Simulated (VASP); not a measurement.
# TiO2 in VASP: a series of runs

TiO2 is run at these levels: LDA, PBEsol, r2SCAN, PBE, PBE+U; tasks: single point.

All numbers are computed with VASP 6.6.1; they aren't measurements. Logs are shortened: lines on timing, memory, paths and dates and some standing lists are left out, and cuts for length are marked.

## 1. The cell of the first run

The structure is monoclinic, space group C2/c (No. 15). Conventional cell: a = 5.483 Å, b = 5.485 Å, c = 5.544 Å, α = 90.00°, β = 118.77°, γ = 90.00°. Within 2.6 Å of Ti (site symmetry 2) lie 6 O at 1.96 to 2.03 Å. O (site symmetry 1) has 3 Ti at 1.96 to 2.03 Å and 2 O at 2.53 Å within 2.6 Å.

## 2. Single point, LDA (volume scaled by 1.04)

The input, INCAR:

```
ALGO = Normal
EDIFF = 1E-7
ENCUT = 520
ISIF = 2
ISMEAR = -1
LASPH = True
LCHARG = True
LELF = True
LREAL = False
LVHAR = True
LWAVE = False
NBANDS = 33
NELM = 80
PREC = Accurate
SIGMA = 0.05
```

The input, KPOINTS:

```
k-points
0
Gamma
  8 8 6
```

The input, POSCAR:

```
TiO2
1.0
    2.7416437942     -2.7422729661      0.0000000000
    2.7416437942      2.7422729661      0.0000000000
   -2.6681866979      0.0000000000      4.8597578833
Ti O
2 4
Direct
    0.8658900000      0.1341100000      0.7500000000
    0.1341100000      0.8658900000      0.2500000000
    0.0887550000      0.3312210000      0.1671490000
    0.9112450000      0.6687790000      0.8328510000
    0.6687790000      0.9112450000      0.3328510000
    0.3312210000      0.0887550000      0.6671490000
```

Potentials or basis: VASP PAW LDA potentials, release 64 (Ti_sv, O).

On the command line:

```bash
$ cat potpaw_LDA.64/Ti_sv/POTCAR potpaw_LDA.64/O/POTCAR > POTCAR
$ mpirun -np 1 vasp_std > vasp.out
```

OUTCAR:

```text
EDIFF = 1E-7
   ENCUT = 520
   ISIF = 2
   ISMEAR = -1
   LASPH = True
   LREAL = False
   NELM = 80
   PREC = Accurate

 ion  position               nearest neighbor table
   1  0.866  0.134  0.750-   4 1.96   6 1.96   6 2.00   4 2.00   3 2.03   5 2.03
   2  0.134  0.866  0.250-   5 1.96   3 1.96   5 2.00   3 2.00   6 2.03   4 2.03
   3  0.089  0.331  0.167-   2 1.96   2 2.00   1 2.03
   4  0.911  0.669  0.833-   1 1.96   1 2.00   2 2.03
   5  0.669  0.911  0.333-   2 1.96   2 2.00   1 2.03
   6  0.331  0.089  0.667-   1 1.96   1 2.00   2 2.03

  LATTYP: Found a base centered monoclinic cell.
 ALAT       =     5.4832875884
 B/A-ratio  =     1.0002294871
 C/A-ratio  =     1.0110809974
 COS(beta)  =    -0.4812705001

  Lattice vectors:

 A1 = (   2.7416437942,  -2.7422729661,   0.0000000000)
 A2 = (   2.7416437942,   2.7422729661,   0.0000000000)
 A3 = (  -2.6681866979,   0.0000000000,   4.8597578833)

Analysis of symmetry for initial positions (statically):
=====================================================================
 Subroutine PRICEL returns:
 Original cell was already a primitive cell.

 Routine SETGRP: Setting up the symmetry group for a
 base centered monoclinic supercell.

 Subroutine GETGRP returns: Found  4 space group operations
 (whereof  2 operations were pure point group operations)
 out of a pool of  4 trial point group operations.

The static configuration has the point symmetry S_2 .
 The point group associated with its full space group is C_2h.

Analysis of symmetry for dynamics (positions and initial velocities):
=====================================================================
 Subroutine PRICEL returns:
 Original cell was already a primitive cell.

 Routine SETGRP: Setting up the symmetry group for a
 base centered monoclinic supercell.

 Subroutine GETGRP returns: Found  4 space group operations
 (whereof  2 operations were pure point group operations)
 out of a pool of  4 trial point group operations.

The dynamic configuration has the point symmetry S_2 .
 The point group associated with its full space group is C_2h.

 Subroutine INISYM returns: Found  4 space group operations
 (whereof  2 operations are pure point group operations),
 and found     1 'primitive' translations

----------------------------------------------------------------------------------------

                                     Primitive cell

  volume of cell :      73.0746

  direct lattice vectors                    reciprocal lattice vectors
     2.741643794 -2.742272966  0.000000000     0.182372342 -0.182330500  0.100129156
     2.741643794  2.742272966  0.000000000     0.182372342  0.182330500  0.100129156
    -2.668186698  0.000000000  4.859757883     0.000000000  0.000000000  0.205771568

  length of vectors
     3.877714754  3.877714754  5.544047884     0.276640435  0.276640435  0.205771568

  position of ions in fractional coordinates (direct lattice)
     0.865890000  0.134110000  0.750000000
     0.134110000  0.865890000  0.250000000
     0.088755000  0.331221000  0.167149000
     0.911245000  0.668779000  0.832851000
     0.668779000  0.911245000  0.332851000
     0.331221000  0.088755000  0.667149000

  ion indices of the primitive-cell ions
   primitive index   ion index
                 1           1
                 2           2
                 3           3
                 4           4
                 5           5
                 6           6

----------------------------------------------------------------------------------------

 KPOINTS: k-points

Automatic generation of k-mesh.
 Grid dimensions read from file:
 generate k-points for:    8    8    6

 Generating k-lattice:

  Cartesian coordinates                     Fractional coordinates (reciprocal lattice)
     0.022796543 -0.022791312  0.012516145     0.125000000 -0.000000000  0.000000000
     0.022796543  0.022791312  0.012516145    -0.000000000  0.125000000  0.000000000
     0.000000000  0.000000000  0.034295261     0.000000000  0.000000000  0.166666667

  Length of vectors
     0.034580054  0.034580054  0.034295261

  Shift w.r.t. Gamma in fractional coordinates (k-lattice)
     0.000000000  0.000000000  0.000000000

 Subroutine IBZKPT returns following result:
 ===========================================

 Found    114 irreducible k-points:

 Following reciprocal coordinates:
            Coordinates               Weight
  0.000000  0.000000  0.000000      1.000000
  0.125000  0.000000 -0.000000      4.000000
  0.250000  0.000000 -0.000000      4.000000
  0.375000  0.000000  0.000000      4.000000
  0.500000  0.000000 -0.000000      2.000000
  0.125000  0.125000 -0.000000      2.000000
[... 16 lines left out ...]
  0.125000  0.000000  0.166667      4.000000
  0.250000  0.000000  0.166667      4.000000
 [... further k-points ...]
   k-points           NKPTS =    114   k-points in BZ     NKDIM =    114   number of bands    NBANDS=     33
   number of dos      NEDOS =    301   number of ions     NIONS =      6
   total plane-waves  NPLWV =  37800
   dimension x,y,z NGX =    30 NGY =   30 NGZ =   42
   dimension x,y,z NGXF=    60 NGYF=   60 NGZF=   84
   ions per type =               2   4
   NGX,Y,Z   is equivalent  to a cutoff of  12.86, 12.86, 12.59 a.u.
   NGXF,Y,Z  is equivalent  to a cutoff of  25.72, 25.72, 25.19 a.u.
 SYSTEM =  unknown system
   PREC   = accura    normal or accurate (medium, high low for compatibility)
   ISTART =      0    job   : 0-new  1-cont  2-samecut
   ICHARG =      2    charge: 1-file 2-atom 10-const
   ISPIN  =      1    spin polarized calculation?
   LNONCOLLINEAR =      F non collinear calculations
   LSORBIT =      F    spin-orbit coupling
   LASPH  =      T    aspherical Exc in radial PAW
   ENCUT  =  520.0 eV  38.22 Ry    6.18 a.u.   7.21  7.21 10.31*2*pi/ulx,y,z
   NELM   =     80;   NELMIN=  2; NELMDL= -5     # of ELM steps
   EDIFF  = 0.1E-06   stopping-criterion for ELM
   LREAL  =      F    real-space projection
   EDIFFG = 0.1E-05   stopping-criterion for IOM
   NSW    =      0    number of steps for IOM
   IBRION =     -1    ionic relax: 0-MD 1-quasi-New 2-CG
   NFREE  =      0    steps in history (QN), initial steepest desc. (CG)
   ISIF   =      2    stress and relaxation
   ISYM   =      2    0-nonsym 1-usesym 2-fastsym
   POTIM  = 0.5000    time-step for ionic-motion
   TEBEG  =    0.0;   TEEND  =   0.0 temperature during run
   PSTRESS=    0.0 pullay stress
   NELECT =      48.0000    total number of electrons
   NUPDOWN=      -1.0000    fix difference up-down
   EMIN   =  10.00;   EMAX   =-10.00  energy-range for DOS
   EFERMI =   0.00;   METHOD = LEGACY
   ISMEAR =    -1;   SIGMA  =   0.05  broadening in eV -4-tet -1-fermi 0-gaus
   EFERMI_NEDOS =   21; number of points for ismear=-14 and -15
   IALGO  =     38    algorithm
   IMIX   =      4    mixing-type and parameters
     AMIX     =   0.40;   BMIX     =  1.00
     AMIX_MAG =   1.60;   BMIX_MAG =  1.00
  volume/ion in A,a.u.               =      12.18        82.19
  Fermi-wavevector in a.u.,A,eV,Ry     =   1.423093  2.689255 27.554414  2.025192
  Thomas-Fermi vector in A             =   2.543727
   LORBIT       =      0    0 simple, 1 ext, 2 COOP (PROOUT), +10 PAW based schemes
   GGA     = CA    functional components
   LHFCALC =     F    Hartree Fock is set to
   AEXX    =    0.0000 exact exchange contribution
   IVDW    =     0    specifies the selected vdW correction
   LEPSILON=     F    determine dielectric tensor
   LRPA    =     F    only Hartree local field effects (RPA)
 non-spin polarized calculation
  energy-cutoff  :      520.00
  volume of cell :       73.07
 maximum number of plane-waves:      1984
 NGX is ok and might be reduce to    30
   NGX = 15   NGY = 15   NGZ = 21

 number of electron      48.0000007 magnetization

 Free energy of the ion-electron system (eV)
  ---------------------------------------------------
  ext. energy  EPLUGINS =         0.00000000
  ---------------------------------------------------
  free energy    TOTEN  =       -58.41907015 eV

  energy without entropy =      -58.41907015  energy(sigma->0) =      -58.41907015

 E-fermi :   3.4378     XC(G=0): -10.9953

 val. band max:        2.4524532729   @ k =   0.5000   0.5000  -0.0000
 cond. band min:       4.3197285526   @ k =   0.0000   0.0000   0.0000
 fundamental gap:      1.8672752797
 Fermi energy:         3.4377753083

 k-point     1 :       0.0000    0.0000    0.0000
  band No.  band energies     occupation
      1     -53.4661      2.00000
      2     -53.4191      2.00000
      3     -30.2509      2.00000
      4     -30.0543      2.00000
      5     -30.0536      2.00000
      6     -29.9992      2.00000
[... 25 lines left out ...]
     32       7.2275      0.00000
     33       7.2391      0.00000

 k-point     2 :       0.1250    0.0000   -0.0000
  band No.  band energies     occupation
      1     -53.4645      2.00000
      2     -53.4203      2.00000
      3     -30.2461      2.00000
      4     -30.0692      2.00000
      5     -30.0554      2.00000
      6     -30.0035      2.00000
[... 25 lines left out ...]
     32       7.3534      0.00000
     33       7.6231      0.00000

 k-point     3 :       0.2500    0.0000   -0.0000
  band No.  band energies     occupation
      1     -53.4600      2.00000
      2     -53.4236      2.00000
      3     -30.2339      2.00000
      4     -30.1040      2.00000
      5     -30.0584      2.00000
      6     -30.0158      2.00000
[... 25 lines left out ...]
     32       7.6940      0.00000
     33       8.1050      0.00000

 k-point     4 :       0.3750    0.0000    0.0000
  band No.  band energies     occupation
      1     -53.4545      2.00000
      2     -53.4280      2.00000
      3     -30.2196      2.00000
      4     -30.1396      2.00000
      5     -30.0612      2.00000
      6     -30.0248      2.00000
[... 25 lines left out ...]
     32       7.8551      0.00000
     33       8.3763      0.00000

 k-point     5 :       0.5000    0.0000   -0.0000
  band No.  band energies     occupation
      1     -53.4515      2.00000
      2     -53.4306      2.00000
      3     -30.2116      2.00000
      4     -30.1566      2.00000
      5     -30.0622      2.00000
      6     -30.0268      2.00000
[... 604 lines left out ...]
 k-point    22 :       0.0000    0.0000    0.1667
  band No.  band energies     occupation
      1     -53.4630      2.00000
      2     -53.4222      2.00000
      3     -30.2305      2.00000
      4     -30.0598      2.00000
      5     -30.0595      2.00000
      6     -29.9941      2.00000
[... 25 lines left out ...]
     32       7.1750      0.00000
     33       7.2910      0.00000

 k-point    23 :       0.1250    0.0000    0.1667
  band No.  band energies     occupation
      1     -53.4591      2.00000
      2     -53.4257      2.00000
      3     -30.2104      2.00000
      4     -30.0800      2.00000
      5     -30.0633      2.00000
      6     -29.9951      2.00000
[... 25 lines left out ...]
     32       7.4710      0.00000
     33       7.5818      0.00000

 k-point    24 :       0.2500    0.0000    0.1667
  band No.  band energies     occupation
      1     -53.4535      2.00000
      2     -53.4301      2.00000
      3     -30.1933      2.00000
      4     -30.1193      2.00000
      5     -30.0652      2.00000
      6     -30.0139      2.00000
[... 25 lines left out ...]
     32       7.7857      0.00000
     33       7.9589      0.00000

 [... further k-points ...]
[... 5 lines left out ...]
  --------------------------------------------------------------------------------------
  -------------------------------------------------------------------------------------
  Total       -8.4180223     -8.4262664     -8.4546248      0.0000000      0.0000000     -0.3172785
  in kB     -184.5671108   -184.7478644   -185.3696290      0.0000000      0.0000000     -6.9564058
  external PRESSURE =    -184.8948681 kB  Pullay stress =       0.0000000 kB

 VOLUME and BASIS-vectors are now :
 -----------------------------------------------------------------------------
  energy-cutoff  :      520.00
  volume of cell :       73.07
      direct lattice vectors                 reciprocal lattice vectors
     2.741643794 -2.742272966  0.000000000     0.182372342 -0.182330500  0.100129156
     2.741643794  2.742272966  0.000000000     0.182372342  0.182330500  0.100129156
    -2.668186698  0.000000000  4.859757883     0.000000000  0.000000000  0.205771568

 POSITION                                       TOTAL-FORCE (eV/Angst)
 -----------------------------------------------------------------------------------
      0.74050     -2.00674      3.64482         0.000000     -0.022171      0.000000
      2.07460      2.00674      1.21494         0.000000      0.022171      0.000000
      0.70544      0.66491      0.81230         0.041348      0.082218     -0.507171
      2.10966     -0.66491      4.04745        -0.041348     -0.082218      0.507171
      3.44375      0.66491      1.61758        -0.041348      0.082218      0.507171
     -0.62865     -0.66491      3.24218         0.041348     -0.082218     -0.507171
 -----------------------------------------------------------------------------------
    total drift:                                0.000000     -0.000000     -0.000000

  FREE ENERGIE OF THE ION-ELECTRON SYSTEM (eV)
  ---------------------------------------------------
  free  energy   TOTEN  =       -58.4190701538 eV

  energy  without entropy=      -58.4190701533  energy(sigma->0) =      -58.41907015
```

Run time: 5.8 min. Hardware: 1 thread of Intel Xeon 6975P-C, shared host; peak memory 0.31 GiB.

What came out:

| Quantity | Value |
| --- | --- |
| Free energy | -58.4191 eV |
| Pressure | -18.5 GPa |
| Largest force | 0.515 eV/Å |
| Band gap on the k mesh | 1.87 eV, indirect (least direct gap 2.21 eV) |

Forces in eV/Å, atoms in the order of the input:
```
Ti   0.000 -0.022  0.000
Ti   0.000  0.022  0.000
O    0.041  0.082 -0.507
O   -0.041 -0.082  0.507
O   -0.041  0.082  0.507
O    0.041 -0.082 -0.507
```

Stress tensor (GPa, compression positive):
```
-18.46   0.00  -0.70
  0.00 -18.47   0.00
 -0.70   0.00 -18.54
```

Levels at points of the mesh, in eV from the valence-band top:
| k point | band 20 | band 21 | band 22 | band 23 | band 24 | band 25 | band 26 | band 27 | band 28 | band 29 |
| --- | --- | --- | --- | --- | --- | --- | --- | --- | --- | --- |
| (0.00, 0.00, 0.00) | -0.82 | -0.80 | -0.73 | -0.41 | -0.41 | 1.87 | 2.55 | 3.52 | 3.53 | 3.59 |
| (0.50, 0.00, 0.00) | -1.91 | -1.81 | -0.92 | -0.86 | -0.62 | 2.95 | 3.09 | 3.13 | 3.36 | 3.84 |
| (0.50, 0.50, 0.00) | -2.36 | -2.13 | -1.83 | -0.01 | 0.00 | 2.97 | 3.00 | 3.27 | 3.59 | 4.39 |
| (0.00, 0.00, 0.50) | -1.32 | -1.25 | -1.25 | -0.14 | -0.14 | 2.20 | 2.20 | 3.36 | 3.36 | 3.79 |
| (0.50, 0.00, 0.50) | -1.83 | -1.82 | -0.92 | -0.85 | -0.62 | 2.81 | 3.20 | 3.21 | 3.25 | 3.91 |
| (0.50, 0.50, 0.50) | -2.49 | -1.98 | -1.98 | -0.02 | -0.02 | 2.99 | 2.99 | 3.43 | 3.43 | 4.42 |

 A k mesh can miss the band edges.

(Part 1 of 2 ends here.)
